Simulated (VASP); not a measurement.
Input of a VASP 6.6.1 run:

Contents of INCAR:

```
PREC = Accurate ; ENCUT = 600
EDIFF = 1E-6 ; ISMEAR = -1
SIGMA = 0.1 ; LREAL = False
LASPH = True ; NELM = 120
ALGO = Normal ; ISIF = 2
LWAVE = False ; LCHARG = False
GGA = PE ; NBANDS = 7
GGA_COMPAT = False
```

KPOINTS

```
regular mesh
0
Gamma
  23 23 23
```

Contents of POSCAR:

```
Be
1.0
    0.0000000000      1.4550015868      1.4550015868
    1.4550015868      0.0000000000      1.4550015868
    1.4550015868      1.4550015868      0.0000000000
Be
1
Direct
    0.0000000000      0.0000000000      0.0000000000
```

Potentials or basis: VASP PAW PBE potentials, release 64 (Be).

Run with:

```console
$ cat potpaw_PBE.64/Be/POTCAR > POTCAR
$ mpirun -np 1 vasp_std > vasp.out
```

(1) What does it give for the pressure?

(2) Estimate the band gap on the k mesh.

Results:

(1) 45.3 GPa.

(2) zero (bands 1 and 2 overlap by 0.77 eV).

Caveat: the cell stands under pressure.
